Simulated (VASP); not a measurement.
A run of VASP 6.6.1 is set up as follows.

Contents of INCAR:

```
SYSTEM = CsPtS
PREC = Accurate
ENCUT = 520
EDIFF = 1E-7
ISMEAR = 0
SIGMA = 0.1
LREAL = .FALSE.
LASPH = .TRUE.
NELM = 60
ALGO = Normal
ISIF = 2
LWAVE = .FALSE.
LCHARG = .FALSE.
GGA = PE
NBANDS = 20
```

The input KPOINTS:

```
Automatic mesh
0
G
  4 4 4
  0 0 0
```

Contents of POSCAR:

```
CsPtS
1.0
    5.1037395559      0.0000000000      0.0000000000
    0.0000000000      5.1037395559      0.0000000000
    0.0000000000      0.0000000000      4.3218137541
Cs Pt S
1 1 1
Direct
    0.0000000000      0.0000000000      0.0000000000
    0.5000000000      0.5000000000      0.0000000000
    0.5000000000      0.5000000000      0.5000000000
```

Potentials or basis: VASP PAW PBE potentials, release 64 (Cs_sv, Pt, S).

Command:

```bash
$ cat potpaw_PBE.64/Cs_sv/POTCAR potpaw_PBE.64/Pt/POTCAR potpaw_PBE.64/S/POTCAR > POTCAR
$ mpirun -np 1 vasp_std > vasp.out
```

**Question.** What does it give for the pressure?

**Answer.** 0.2 GPa.

**Question.** What does it give for the band gap on the k mesh?

**Answer.** Zero (an odd number of electrons rules out a gap without spin polarisation).

Stress tensor (GPa, compression positive):
```
 0.30  0.00  0.00
 0.00  0.30  0.00
 0.00  0.00 -0.13
```

Caveat: the k points lie up to 0.36 Å⁻¹ apart, too coarse for converged energies and pressures of a metal; spin-orbit coupling is left out, which moves the levels of the heavy elements.
